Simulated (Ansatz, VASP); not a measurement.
## Al7As8 in VASP and in Ansatz

```
Al As
1.0
     0.00000    5.72791   -5.72791
     5.72791    5.72791    0.00000
     5.72791    0.00000   -5.72791
Al As
7 8
Direct
  0.99927 0.50073 0.49927
  0.50073 0.99927 0.49927
  0.50073 0.50073 0.49927
  0.99927 0.99927 0.00073
  0.99927 0.50073 0.00073
  0.50073 0.99927 0.00073
  0.50000 0.50000 0.00000
  0.12511 0.12511 0.12467
  0.12515 0.62495 0.12495
  0.62495 0.12515 0.12495
  0.62495 0.62495 0.12495
  0.12511 0.12511 0.62511
  0.12511 0.62467 0.62511
  0.62467 0.12511 0.62511
  0.62495 0.62495 0.62515
```

Change from the starting cell: Al vacancy (site a), charge +0, atoms relaxed at the host's cell.

Alike in both runs: functional PBE; k mesh 2 × 2 × 2; occupations gaussian, width 0.01 eV; collinear spin.

Ansatz relaxed the structure, and its values are those at the end. VASP's run is a single point on that final structure, the one shown.

|  | VASP | Ansatz |
| --- | --- | --- |
| version | VASP 6.6.1 | Ansatz 0.2.0 |
| potentials or method | VASP PAW PBE potentials, release 64 (Al, As), cutoff 520 eV | scalar-relativistic, plane waves, PAW |
| valence electrons in the cell | 61 | 141 |

|  | VASP | Ansatz | Ansatz less VASP |
| --- | --- | --- | --- |
| gap on the k mesh at the Fermi level (eV) | none | none | - |
| rms of the force components (eV/Å) | 0.009 | 0.005 | -0.0044 |
| net moment per atom (μB) | 0.02 | 0.02 | 0.000 |
| size of the moment on the site where the two differ most (μB) | 0.03 | 0.03 | -0.001 |

Site moments also hang on the region over which each program counts them. A gap of «none» marks a metal or a gap that the smearing closes. With one functional, cell and mesh, what is left measures potentials, basis and numerics. VASP's potentials hold 61 valence electrons a cell and Ansatz's 141, so a difference there can come from the potentials and not from the codes.

The k mesh is coarse, so the values compare programs but aren't converged.
